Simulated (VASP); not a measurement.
Runs of VASP 6.6.1 on GaSb. The structure is that of space group Immm (No. 71), or close to it. The cells are those of the table. 

```tsv
cell	gap on the mesh (eV)	pressure (GPa)
a = 4.274 Å, angles 136.9, 101.7, 93.9°, 2 atoms	none	(b)
a = 4.347 Å, angles 136.9, 101.7, 93.9°, 2 atoms	none	-4.8
a = 4.120 Å, angles 136.9, 101.7, 93.9°, 2 atoms	none	(a)
a = 4.236 Å, angles 136.9, 101.7, 93.9°, 2 atoms	none	-1.5
a = 4.198 Å, angles 136.9, 101.7, 93.9°, 2 atoms	none	0.0
```

Alike in all rows: task single point; level r2SCAN; potentials or basis VASP PAW PBE potentials, release 64 (Ga_d, Sb); no spin polarisation; k mesh 6 × 6 × 6; cutoff (eV) 520; smearing fermi-dirac 0.1 eV.

Problem. Estimate the missing entries.

Solution. (a) 3.8; (b) -2.8.

Caveats: all runs use coarse meshes; the PAW data sets were made with another functional, which shifts forces and pressure a little; spin-orbit coupling is left out, which moves the levels of the heavy elements.

A k mesh can miss the band edges, and the runs leave out spin-orbit coupling on Ga, Sb.

A gap of «none» marks levels without a gap at the run's occupations.
